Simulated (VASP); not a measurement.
Wanted: the native input for a VASP 6.6.1 run.

| Quantity | Value |
| --- | --- |
| Task | single point |
| Functional | PBE-based screened hybrid with 25 % exact exchange |
| Potentials or basis | VASP PAW PBE potentials, release 64 (I, Mg) |
| Cutoff | 520 eV |
| k mesh | 4 × 4 × 2 |
| Occupations | fermi-dirac, width 0.05 eV |
| Spin | no spin polarisation |
| Dipole correction | no |
| Grid for exact exchange (PRECFOCK) | Normal |
| Share of exact exchange | 0.25 |
| Further INCAR settings | ALGO = Normal; EDIFF = 1e-07; NBANDS = 15 |
| Screening parameter | 0.1 1/Å |

MgI2:

```
I Mg
1.0
     4.14000    0.00000    0.00000
    -2.07000    3.58535    0.00000
     0.00000    0.00000    6.88000
I Mg
2 1
Direct
  0.66667 0.33333 0.75000
  0.33333 0.66667 0.25000
  0.00000 0.00000 0.00000
```

The input as run:

POSCAR

```
MgI2
1.0
    4.1400000000      0.0000000000      0.0000000000
   -2.0700000000      3.5853451717      0.0000000000
    0.0000000000      0.0000000000      6.8800000000
I Mg
2 1
Direct
    0.6666666667      0.3333333333      0.7500000000
    0.3333333333      0.6666666667      0.2500000000
    0.0000000000      0.0000000000      0.0000000000
```

INCAR.step1

```
PREC     = Accurate       # precision mode
ENCUT    = 520            # plane-wave cutoff, eV
EDIFF    = 1E-5           # SCF threshold, eV
ISMEAR   = -1             # smearing method
SIGMA    = 0.05           # smearing width, eV
LREAL    = False          # projectors in reciprocal space
LASPH    = True           # aspherical terms in the spheres
NELM     = 100            # most SCF steps
ALGO     = Normal         # electronic algorithm
ISIF     = 2              # what is computed and relaxed
LWAVE    = True           # write WAVECAR
LCHARG   = False          # write CHGCAR
GGA      = PE             # functional
NBANDS   = 15             # bands
```

INCAR.step2

```
PREC     = Accurate       # precision mode
ENCUT    = 520            # plane-wave cutoff, eV
EDIFF    = 1E-7           # SCF threshold, eV
ISMEAR   = -1             # smearing method
SIGMA    = 0.05           # smearing width, eV
LREAL    = False          # projectors in reciprocal space
LASPH    = True           # aspherical terms in the spheres
NELM     = 100            # most SCF steps
ALGO     = Normal         # electronic algorithm
ISIF     = 2              # what is computed and relaxed
LWAVE    = False          # write WAVECAR
LCHARG   = False          # write CHGCAR
GGA      = PE             # functional
LHFCALC  = True           # exact exchange
AEXX     = 0.25           # exact-exchange fraction
HFSCREEN = 0.1            # screening, 1/A
PRECFOCK = Normal       
ISTART   = 1            
NBANDS   = 15             # bands
```

KPOINTS

```
Automatic mesh
0
Gamma
  4 4 2
```

Potentials or basis: VASP PAW PBE potentials, release 64 (I, Mg).

Command:

```bash
$ cat potpaw_PBE.64/I/POTCAR potpaw_PBE.64/Mg/POTCAR > POTCAR
$ cp INCAR.step1 INCAR
$ mpirun -np 1 vasp_std > vasp.out
$ cp INCAR.step2 INCAR
$ mpirun -np 1 vasp_std > vasp.out
```

It gave:

| Quantity | Value |
| --- | --- |
| Pressure | -0.2 GPa |
| Largest force | 0.399 eV/Å |
| Band gap on the k mesh | 4.76 eV (least direct gap 4.95 eV) |

Caveat: the k points lie up to 0.46 Å⁻¹ apart; the PAW data sets were made with another functional, which shifts forces and pressure a little; spin-orbit coupling is left out, which moves the levels of the heavy elements.

Wall time 12 min on 1 thread of Intel Xeon 8259CL, with other jobs on the host, peak memory 0.34 GiB.
